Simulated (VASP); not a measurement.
Runs of VASP 6.6.1 on Ta2C. The structure is that of space group P-3m1 (No. 164), or close to it. The cells are those of the table. 

| task | cell | cutoff (eV) | gap on the mesh (eV) | pressure (GPa) | largest force (eV/Å) |
| --- | --- | --- | --- | --- | --- |
| single point | a = 3.056, b = 3.056, c = 4.856 Å, angles 90.0, 90.0, 120.0°, 3 atoms | 520 | none | 7.4 | 0.06 |
| relaxation of shape and atoms at fixed volume | relaxed from a = 3.056, b = 3.056, c = 4.855 Å, angles 90.0, 90.0, 120.0°, 3 atoms | 600 | none | 7.3 | - |
| single point | a = 3.098, b = 3.098, c = 4.920 Å, angles 90.0, 90.0, 120.0°, 3 atoms | 520 | none | (a) | 0.06 |
| single point | a = 3.066, b = 3.066, c = 4.872 Å, angles 90.0, 90.0, 120.0°, 3 atoms | 520 | none | 4.5 | 0.06 |

Alike in all rows: level LDA; potentials or basis VASP PAW LDA potentials, release 64 (Ta_pv, C); no spin polarisation; k mesh 18 × 18 × 10; smearing fermi-dirac 0.15 eV.

Task: Fill in the values left out.

Result: (a) -4.0.

Caveats: spin-orbit coupling is left out, which moves the levels of the heavy elements.

A k mesh can miss the band edges, and the runs leave out spin-orbit coupling on Ta.

A gap of «none» marks levels without a gap at the run's occupations.
